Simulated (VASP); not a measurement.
# Al (P2_1) in VASP: a series of runs, part 2 of 2

VASP 6.6.1. The steps go on from the part before.

## (4) Single point, PBE+D3(BJ) (atoms displaced along several vibrational modes)

INCAR reads:

```
ALGO = Fast
EDIFF = 1E-6
ENCUT = 520
GGA = PE
ISIF = 2
ISMEAR = 0
IVDW = 12
LASPH = T
LCHARG = F
LREAL = F
LWAVE = F
NBANDS = 14
NELM = 80
PREC = Accurate
SIGMA = 0.15
```

KPOINTS reads:

```
k-points
0
Gamma
  18 18 4
```

POSCAR reads:

```
Al
1.0
    2.8144222649      0.0000000000      0.0000000000
   -1.4072111325      2.4373611784      0.0000000000
    0.0000000000      0.0000000000      9.2410470711
Al
4
Direct
   -0.2551180224     -0.1867593544      0.0000000000
    0.3333333333      0.6666666667      0.2500000000
    0.2551180224      0.1867593544      0.5000000000
    0.6666666667      0.3333333333      0.7500000000
```

Potentials or basis: VASP PAW PBE potentials, release 64 (Al).

Run with:

```console
$ cat potpaw_PBE.64/Al/POTCAR > POTCAR
$ mpirun -np 1 vasp_std > vasp.out
```

OUTCAR:

```text
EDIFF = 1E-6
   ENCUT = 520
   GGA = PE
   ISIF = 2
   ISMEAR = 0
   IVDW = 12
   LASPH = T
   LREAL = F
   NELM = 80
   PREC = Accurate
 IVDW          = 12

 ion  position               nearest neighbor table
   1  0.745  0.813  0.000-   2 2.52   4 2.63   4 2.80   2 2.99   2 3.14   4 3.23
   2  0.333  0.667  0.250-   1 2.52   3 2.63   3 2.80   1 2.99   1 3.14   3 3.23
   3  0.255  0.187  0.500-   4 2.52   2 2.63   2 2.80   4 2.99   4 3.14   2 3.23
   4  0.667  0.333  0.750-   3 2.52   1 2.63   1 2.80   3 2.99   3 3.14   1 3.23

  LATTYP: Found a hexagonal cell.
 ALAT       =     2.8144222649
 C/A-ratio  =     3.2834614714

  Lattice vectors:

 A1 = (   2.8144222649,   0.0000000000,   0.0000000000)
 A2 = (  -1.4072111325,   2.4373611784,   0.0000000000)
 A3 = (   0.0000000000,   0.0000000000,   9.2410470711)

Analysis of symmetry for initial positions (statically):
=====================================================================
 Subroutine PRICEL returns:
 Original cell was already a primitive cell.

 Routine SETGRP: Setting up the symmetry group for a
 hexagonal supercell.

 Subroutine GETGRP returns: Found  2 space group operations
 (whereof  1 operations were pure point group operations)
 out of a pool of 24 trial point group operations.

The static configuration has the point symmetry C_1 .
 The point group associated with its full space group is C_2 .

Analysis of symmetry for dynamics (positions and initial velocities):
=====================================================================
 Subroutine PRICEL returns:
 Original cell was already a primitive cell.

 Routine SETGRP: Setting up the symmetry group for a
 hexagonal supercell.

 Subroutine GETGRP returns: Found  2 space group operations
 (whereof  1 operations were pure point group operations)
 out of a pool of 24 trial point group operations.

The dynamic configuration has the point symmetry C_1 .
 The point group associated with its full space group is C_2 .

 Subroutine INISYM returns: Found  2 space group operations
 (whereof  1 operations are pure point group operations),
 and found     1 'primitive' translations

----------------------------------------------------------------------------------------

                                     Primitive cell

  volume of cell :      63.3914

  direct lattice vectors                    reciprocal lattice vectors
     2.814422265  0.000000000  0.000000000     0.355312709  0.205139888  0.000000000
    -1.407211133  2.437361178  0.000000000     0.000000000  0.410279777  0.000000000
     0.000000000  0.000000000  9.241047071     0.000000000  0.000000000  0.108212846

  length of vectors
     2.814422265  2.814422265  9.241047071     0.410279777  0.410279777  0.108212846

  position of ions in fractional coordinates (direct lattice)
     0.744881978  0.813240646  0.000000000
     0.333333333  0.666666667  0.250000000
     0.255118022  0.186759354  0.500000000
     0.666666667  0.333333333  0.750000000

  ion indices of the primitive-cell ions
   primitive index   ion index
                 1           1
                 2           2
                 3           3
                 4           4

----------------------------------------------------------------------------------------

 KPOINTS: k-points

[... 55 lines left out ...]
   NGX,Y,Z   is equivalent  to a cutoff of  14.18, 14.18, 12.59 a.u.
   NGXF,Y,Z  is equivalent  to a cutoff of  28.35, 28.35, 25.19 a.u.
 SYSTEM =  unknown system
   PREC   = accura    normal or accurate (medium, high low for compatibility)
   ISTART =      0    job   : 0-new  1-cont  2-samecut
   ICHARG =      2    charge: 1-file 2-atom 10-const
   ISPIN  =      1    spin polarized calculation?
   LNONCOLLINEAR =      F non collinear calculations
   LSORBIT =      F    spin-orbit coupling
   LASPH  =      T    aspherical Exc in radial PAW
   ENCUT  =  520.0 eV  38.22 Ry    6.18 a.u.   5.23  5.23 17.18*2*pi/ulx,y,z
   NELM   =     80;   NELMIN=  2; NELMDL= -5     # of ELM steps
   EDIFF  = 0.1E-05   stopping-criterion for ELM
   LREAL  =      F    real-space projection
   EDIFFG = 0.1E-04   stopping-criterion for IOM
   NSW    =      0    number of steps for IOM
   IBRION =     -1    ionic relax: 0-MD 1-quasi-New 2-CG
   NFREE  =      0    steps in history (QN), initial steepest desc. (CG)
   ISIF   =      2    stress and relaxation
   ISYM   =      2    0-nonsym 1-usesym 2-fastsym
   POTIM  = 0.5000    time-step for ionic-motion
   TEBEG  =    0.0;   TEEND  =   0.0 temperature during run
   PSTRESS=    0.0 pullay stress
   NELECT =      12.0000    total number of electrons
   NUPDOWN=      -1.0000    fix difference up-down
   EMIN   =  10.00;   EMAX   =-10.00  energy-range for DOS
   EFERMI =   0.00;   METHOD = LEGACY
   ISMEAR =     0;   SIGMA  =   0.15  broadening in eV -4-tet -1-fermi 0-gaus
   EFERMI_NEDOS =   21; number of points for ismear=-14 and -15
   IALGO  =     68    algorithm
   IMIX   =      4    mixing-type and parameters
     AMIX     =   0.40;   BMIX     =  1.00
     AMIX_MAG =   1.60;   BMIX_MAG =  1.00
  volume/ion in A,a.u.               =      15.85       106.95
  Fermi-wavevector in a.u.,A,eV,Ry     =   0.939994  1.776331 12.021957  0.883589
  Thomas-Fermi vector in A             =   2.067362
   LORBIT       =      0    0 simple, 1 ext, 2 COOP (PROOUT), +10 PAW based schemes
   GGA     = PE    functional components
   LHFCALC =     F    Hartree Fock is set to
   AEXX    =    0.0000 exact exchange contribution
   IVDW    =    12    specifies the selected vdW correction
   LEPSILON=     F    determine dielectric tensor
   LRPA    =     F    only Hartree local field effects (RPA)
 non-spin polarized calculation
 RMM-DIIS sequential band-by-band and
 Gauss-broadening in eV      SIGMA  =   0.15
  energy-cutoff  :      520.00
  volume of cell :       63.39
 maximum number of plane-waves:      1724
 NGX is ok and might be reduce to    24
   NGX = 11   NGY = 11   NGZ = 35

 number of electron      12.0000000 magnetization

 Free energy of the ion-electron system (eV)
  ---------------------------------------------------
  ext. energy  EPLUGINS =         0.00000000
  ---------------------------------------------------
  free energy    TOTEN  =       -14.55685206 eV

  energy without entropy =      -14.54073343  energy(sigma->0) =      -14.54879275

 E-fermi :   8.3782     XC(G=0): -10.3341

 val. band max:        8.3585163108   @ k =  -0.3333  -0.4444  -0.2500
 cond. band min:       8.3878562611   @ k =  -0.4444   0.3333   0.0000
 fundamental gap:      0.0293399503
 Fermi energy:         8.3782110307

 k-point     1 :       0.0000    0.0000    0.0000
  band No.  band energies     occupation
      1      -2.9962      2.00000
      2      -1.2815      2.00000
      3      -1.2688      2.00000
      4       3.6010      2.00000
      5       3.9279      2.00000
      6      11.7088      0.00000
      7      11.7877      0.00000
      8      19.3272      0.00000
      9      19.6416      0.00000
     10      19.7631      0.00000
     11      20.1096      0.00000
     12      20.4656      0.00000
     13      20.6300      0.00000
     14      20.9120      0.00000
[... 377 lines left out ...]
      1       1.8355      2.00000
      2       3.4757      2.00000
      3       3.4857      2.00000
      4       4.4734      2.00000
      5       6.0510      2.00000
      6       6.0692      2.00000
      7       8.2780      1.65532
      8       8.8465      0.00001
      9      10.7406      0.00000
     10      11.2320      0.00000
     11      14.3816      0.00000
     12      14.5343      0.00000
     13      15.8375      0.00000
     14      16.0244      0.00000

 [... further k-points ...]

------------------------ aborting loop because EDIFF is reached ----------------------------------------

 Edisp (eV)   -1.40348

 E8    (eV) :    -0.6281

  FORCE on cell =-STRESS in cart. coord.  units (eV):
  Direction    XX          YY          ZZ          XY          YZ          ZX
  --------------------------------------------------------------------------------------
  -------------------------------------------------------------------------------------
  Total       0.30263     0.15353     3.46718    -0.05987     0.00000     0.00000
  in kB       7.64881     3.88046    87.63075    -1.51316     0.00000     0.00000
  external pressure =       33.05 kB  Pullay stress =        0.00 kB

 VOLUME and BASIS-vectors are now :
 -----------------------------------------------------------------------------
  energy-cutoff  :      520.00
  volume of cell :       63.39
      direct lattice vectors                 reciprocal lattice vectors
     2.814422265  0.000000000  0.000000000     0.355312709  0.205139888  0.000000000
    -1.407211133  2.437361178  0.000000000     0.000000000  0.410279777  0.000000000
     0.000000000  0.000000000  9.241047071     0.000000000  0.000000000  0.108212846

 POSITION                                       TOTAL-FORCE (eV/Angst)
 -----------------------------------------------------------------------------------
      0.95201      1.98216      0.00000         0.383389      0.387672     -0.298845
     -0.00000      1.62491      2.31026        -0.481594      0.025584      0.298845
      0.45520      0.45520      4.62052        -0.383389     -0.387672     -0.298845
      1.40721      0.81245      6.93079         0.481594     -0.025584      0.298845
 -----------------------------------------------------------------------------------
    total drift:                               -0.000000     -0.000000     -0.000003

  FREE ENERGIE OF THE ION-ELECTRON SYSTEM (eV)
  ---------------------------------------------------
  free  energy   TOTEN  =       -15.9603361505 eV

  energy  without entropy=      -15.9442175225  energy(sigma->0) =      -15.95227684
```

OSZICAR:

```text
N       E                     dE             d eps       ncg     rms          rms(c)
DAV:   1     0.643023059800E+01    0.64302E+01   -0.42246E+03 13776   0.676E+02
DAV:   2    -0.139765474165E+02   -0.20407E+02   -0.18912E+02 17782   0.888E+01
DAV:   3    -0.146393255429E+02   -0.66278E+00   -0.65413E+00 18098   0.130E+01
DAV:   4    -0.146439425154E+02   -0.46170E-02   -0.46155E-02 16362   0.134E+00
DAV:   5    -0.146439948758E+02   -0.52360E-04   -0.52360E-04 18002   0.149E-01    0.281E+00
RMM:   6    -0.145929630397E+02    0.51032E-01   -0.49114E-03 13839   0.388E-01    0.165E+00
RMM:   7    -0.145571136784E+02    0.35849E-01   -0.12833E-02 14426   0.623E-01    0.186E-01
RMM:   8    -0.145568731535E+02    0.24052E-03   -0.80886E-04 15073   0.185E-01    0.587E-02
RMM:   9    -0.145568527038E+02    0.20450E-04   -0.16725E-04 15772   0.792E-02    0.125E-02
RMM:  10    -0.145568542869E+02   -0.15832E-05   -0.35562E-05 16337   0.418E-02    0.128E-02
RMM:  11    -0.145568526943E+02    0.15926E-05   -0.75148E-06 16252   0.173E-02    0.163E-02
RMM:  12    -0.145568520614E+02    0.63288E-06   -0.20353E-06 12783   0.994E-03
   1 F= -.15960336E+02 E0= -.15952277E+02  d E =-.161186E-01
```

Wall time 2.3 min (1 thread of Intel Xeon 6975P-C (Granite Rapids), shared host); peak memory 0.43 GiB.

What came out:

| Quantity | Value |
| --- | --- |
| Free energy | -15.9603 eV |
| Pressure | 3.3 GPa |
| Largest force | 0.622 eV/Å |
| Band gap on the k mesh | zero (bands 6 and 7 overlap by 5.49 eV) |
| Dispersion energy per atom | -0.351 eV |

Forces in eV/Å, atoms in the order of the input:
```
Al   0.383  0.388 -0.299
Al  -0.482  0.026  0.299
Al  -0.383 -0.388 -0.299
Al   0.482 -0.026  0.299
```

Stress tensor (GPa, compression positive):
```
 0.76 -0.15  0.00
-0.15  0.39  0.00
 0.00  0.00  8.76
```

Caveat: the cell differs from its parent crystal (atoms displaced along several vibrational modes); the stress differs along the axes, from 0 to 9 GPa.

## (5) Single point, PBE+D3(BJ) (atoms displaced along several vibrational modes)

INCAR reads:

```
SYSTEM = Al
PREC     = Accurate       ! precision mode
ENCUT    = 520            ! plane-wave cutoff, eV
EDIFF    = 1E-7           ! SCF threshold, eV
ISMEAR   = 0              ! smearing method
SIGMA    = 0.15           ! smearing width, eV
LREAL    = .False.        ! projectors in reciprocal space
LASPH    = .True.         ! aspherical terms in the spheres
NELM     = 80             ! most SCF steps
ALGO     = Fast           ! electronic algorithm
ISIF     = 2              ! what is computed and relaxed
LWAVE    = .False.        ! write WAVECAR
LCHARG   = .False.        ! write CHGCAR
GGA      = PE             ! functional
IVDW     = 12             ! dispersion correction
NBANDS   = 14             ! bands
```

KPOINTS reads:

```
regular mesh
0
Gamma
  18 18 4
  0 0 0
```

POSCAR reads:

```
Al
1.0
    2.8144222649      0.0000000000      0.0000000000
   -1.4072111325      2.4373611784      0.0000000000
    0.0000000000      0.0000000000      9.2410470711
Al
4
Direct
   -0.1473161464     -0.1867593544      0.0000000000
    0.3333333333      0.6666666667      0.2500000000
    0.1473161464      0.1867593544      0.5000000000
    0.6666666667      0.3333333333      0.7500000000
```

Potentials or basis: VASP PAW PBE potentials, release 64 (Al).

Run with:

```console
$ cat potpaw_PBE.64/Al/POTCAR > POTCAR
$ mpirun -np 1 vasp_std > vasp.out
```

OUTCAR:

```text
SYSTEM = Al
   PREC = Accurate
   ENCUT = 520
   EDIFF = 1E-7
   ISMEAR = 0
   LREAL = .False.
   LASPH = .True.
   NELM = 80
   ISIF = 2
   GGA = PE
   IVDW = 12
 IVDW          = 12

 ion  position               nearest neighbor table
   1  0.853  0.813  0.000-   4 2.59   2 2.65   2 2.81   4 2.92   4 3.06   2 3.11
   2  0.333  0.667  0.250-   3 2.59   1 2.65   1 2.81   3 2.92   3 3.06   1 3.11
   3  0.147  0.187  0.500-   2 2.59   4 2.65   4 2.81   2 2.92   2 3.06   4 3.11
   4  0.667  0.333  0.750-   1 2.59   3 2.65   3 2.81   1 2.92   1 3.06   3 3.11

  LATTYP: Found a hexagonal cell.
 ALAT       =     2.8144222649
 C/A-ratio  =     3.2834614714

  Lattice vectors:

 A1 = (   2.8144222649,   0.0000000000,   0.0000000000)
 A2 = (  -1.4072111325,   2.4373611784,   0.0000000000)
 A3 = (   0.0000000000,   0.0000000000,   9.2410470711)

Analysis of symmetry for initial positions (statically):
=====================================================================
 Subroutine PRICEL returns:
 Original cell was already a primitive cell.

 Routine SETGRP: Setting up the symmetry group for a
 hexagonal supercell.

 Subroutine GETGRP returns: Found  2 space group operations
 (whereof  1 operations were pure point group operations)
 out of a pool of 24 trial point group operations.

The static configuration has the point symmetry C_1 .
 The point group associated with its full space group is C_2 .

Analysis of symmetry for dynamics (positions and initial velocities):
=====================================================================
 Subroutine PRICEL returns:
 Original cell was already a primitive cell.

 Routine SETGRP: Setting up the symmetry group for a
 hexagonal supercell.

 Subroutine GETGRP returns: Found  2 space group operations
 (whereof  1 operations were pure point group operations)
 out of a pool of 24 trial point group operations.

The dynamic configuration has the point symmetry C_1 .
 The point group associated with its full space group is C_2 .

[... 135 lines left out ...]
 Gauss-broadening in eV      SIGMA  =   0.15
  energy-cutoff  :      520.00
  volume of cell :       63.39
 maximum number of plane-waves:      1724
 NGX is ok and might be reduce to    24
   NGX = 11   NGY = 11   NGZ = 35

 number of electron      12.0000000 magnetization

 Free energy of the ion-electron system (eV)
  ---------------------------------------------------
  ext. energy  EPLUGINS =         0.00000000
  ---------------------------------------------------
  free energy    TOTEN  =       -14.71623733 eV

  energy without entropy =      -14.70005872  energy(sigma->0) =      -14.70814803

 E-fermi :   8.3888     XC(G=0): -10.3379

 val. band max:        8.3759362012   @ k =   0.5000   0.3333   0.2500
 cond. band min:       8.3903399952   @ k =  -0.3889   0.2778   0.2500
 fundamental gap:      0.0144037940
 Fermi energy:         8.3887757775

 k-point     1 :       0.0000    0.0000    0.0000
  band No.  band energies     occupation
      1      -2.9935      2.00000
      2      -1.2742      2.00000
      3      -1.2695      2.00000
      4       3.6180      2.00000
      5       3.9265      2.00000
      6      11.7732      0.00000
      7      11.8023      0.00000
      8      19.4799      0.00000
      9      19.5809      0.00000
     10      19.8529      0.00000
     11      19.9370      0.00000
     12      20.3445      0.00000
     13      20.6440      0.00000
     14      20.7829      0.00000
[... 377 lines left out ...]
      1       1.8391      2.00000
      2       3.4839      2.00000
      3       3.4873      2.00000
      4       4.4781      2.00000
      5       6.0612      2.00000
      6       6.0755      2.00000
      7       8.3000      1.59756
      8       8.8382      0.00002
      9      10.7882      0.00000
     10      11.2201      0.00000
     11      14.3428      0.00000
     12      14.7597      0.00000
     13      15.7497      0.00000
     14      15.8583      0.00000

 [... further k-points ...]

------------------------ aborting loop because EDIFF is reached ----------------------------------------

 Edisp (eV)   -1.40324

 E8    (eV) :    -0.6279

  FORCE on cell =-STRESS in cart. coord.  units (eV):
  Direction    XX          YY          ZZ          XY          YZ          ZX
  --------------------------------------------------------------------------------------
  -------------------------------------------------------------------------------------
  Total       0.17107     0.09665     2.03933    -0.05269     0.00000     0.00000
  in kB       4.32377     2.44266    51.54286    -1.33160     0.00000     0.00000
  external pressure =       19.44 kB  Pullay stress =        0.00 kB

 VOLUME and BASIS-vectors are now :
 -----------------------------------------------------------------------------
  energy-cutoff  :      520.00
  volume of cell :       63.39
      direct lattice vectors                 reciprocal lattice vectors
     2.814422265  0.000000000  0.000000000     0.355312709  0.205139888  0.000000000
    -1.407211133  2.437361178  0.000000000     0.000000000  0.410279777  0.000000000
     0.000000000  0.000000000  9.241047071     0.000000000  0.000000000  0.108212846

 POSITION                                       TOTAL-FORCE (eV/Angst)
 -----------------------------------------------------------------------------------
      1.25541      1.98216      0.00000         0.133517      0.397790      0.107997
     -0.00000      1.62491      2.31026        -0.183701      0.232160     -0.107997
      0.15180      0.45520      4.62052        -0.133517     -0.397790      0.107997
      1.40721      0.81245      6.93079         0.183701     -0.232160     -0.107997
 -----------------------------------------------------------------------------------
    total drift:                               -0.000000      0.000000      0.000002

  FREE ENERGIE OF THE ION-ELECTRON SYSTEM (eV)
  ---------------------------------------------------
  free  energy   TOTEN  =       -16.1194767722 eV

  energy  without entropy=      -16.1032981564  energy(sigma->0) =      -16.11138746
```

It took 2.6 min on 1 thread of Intel Xeon 6975P-C (Granite Rapids), shared host; peak memory 0.44 GiB.

Results:

- Free energy: -16.1195 eV
- Pressure: 1.9 GPa
- Largest force: 0.433 eV/Å
- Band gap on the k mesh: zero (bands 6 and 7 overlap by 5.55 eV)
- Dispersion energy per atom: -0.351 eV

Forces on the atoms (eV/Å):
```
Al   0.134  0.398  0.108
Al  -0.184  0.232 -0.108
Al  -0.134 -0.398  0.108
Al   0.184 -0.232 -0.108
```

Caveat: the cell differs from its parent crystal (atoms displaced along several vibrational modes).

## (6) Summary

```tsv
cell	further INCAR settings	gap on the mesh (eV)	pressure (GPa)	largest force (eV/Å)
as given, atomic positions A	ALGO = Fast; EDIFF = 1e-07; NBANDS = 14	none	1.9	0.45
as given, atomic positions B	ALGO = Fast; EDIFF = 1e-07; NBANDS = 14	none	0.4	0.18
as given, atomic positions C	ALGO = Fast; EDIFF = 1e-06; NBANDS = 14	none	3.3	0.62
as given, atomic positions D	ALGO = Fast; EDIFF = 1e-07; NBANDS = 14	none	1.9	0.43
```

Alike in all rows: task single point; level PBE+D3(BJ); potentials or basis VASP PAW PBE potentials, release 64 (Al); no spin polarisation; k mesh 18 × 18 × 4; cutoff (eV) 520; smearing gaussian 0.15 eV.

Caveats: the stress differs along the axes, from 0 to 9 GPa (at least some runs).

Absolute energies hang on the potentials; compare differences alone.

The gap in the log of VASP goes by the Fermi energy; the results here count the filled bands.